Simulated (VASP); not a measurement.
Set up this calculation in VASP 6.6.1, as the native input.

| Property | Result |
| --- | --- |
| Task | single point |
| Functional | PBEsol |
| Potentials or basis | VASP PAW PBE potentials, release 64 (Ni, Co, O) |
| Cutoff | 520 eV |
| k mesh | 9 × 9 × 6 |
| Occupations | fermi-dirac, width 0.05 eV |
| Spin | collinear spin, ferromagnetic start |
| Starting moments | [1.0, 2.0, 0.0, 0.0] μB |
| Dipole correction | no |
| Further INCAR settings | ALGO = Normal; EDIFF = 1e-07; NBANDS = 28 |

The structure of CoNiO2 lies in POSCAR:

```
CoNiO2
1.0
    3.0539998252      0.0000000000      0.0000000000
    0.0000000000      3.0539998252      0.0000000000
    0.0000000000      0.0000000000      4.2778477534
Ni Co O
1 1 2
Direct
    0.0000000000      0.0000000000      0.0000000000
    0.5000000000      0.5000000000      0.5000000000
    0.0000000000      0.0000000000      0.5000000000
    0.5000000000      0.5000000000      0.0000000000
```

One way to write it, as run:

INCAR

```
  PREC = Accurate
  ENCUT = 520
  EDIFF = 1E-7
  ISMEAR = -1
  SIGMA = 0.05
  LREAL = False
  LASPH = True
  NELM = 150
  ALGO = Normal
  ISIF = 2
  LWAVE = False
  LCHARG = False
  ISPIN = 2
  MAGMOM = 1 2 0 0
  LORBIT = 11
  LMAXMIX = 4
  GGA = PS
  NBANDS = 28
```

KPOINTS

```
regular mesh
0
Gamma
  9 9 6
```

Potentials or basis: VASP PAW PBE potentials, release 64 (Ni, Co, O).

Launch:

```bash
$ cat potpaw_PBE.64/Ni/POTCAR potpaw_PBE.64/Co/POTCAR potpaw_PBE.64/O/POTCAR > POTCAR
$ mpirun -np 1 vasp_std > vasp.out
```

Results of the run:

| Item | Value |
| --- | --- |
| Pressure | -17.4 GPa |
| Net moment | 4.66 μB per cell |
| Site moments | Ni +1.40; Co +2.56; O +0.31, +0.29 μB |
| Valence electrons inside the program's atomic spheres | Ni 8.89; Co 7.73; O 4.92, 4.91 |

Caveat: the PAW data sets were made with another functional, which shifts forces and pressure a little.

Run time: 2.7 min on 1 thread of Intel(R) Xeon(R) Platinum 8488C (Sapphire Rapids), on a shared host, peak memory 0.24 GiB.
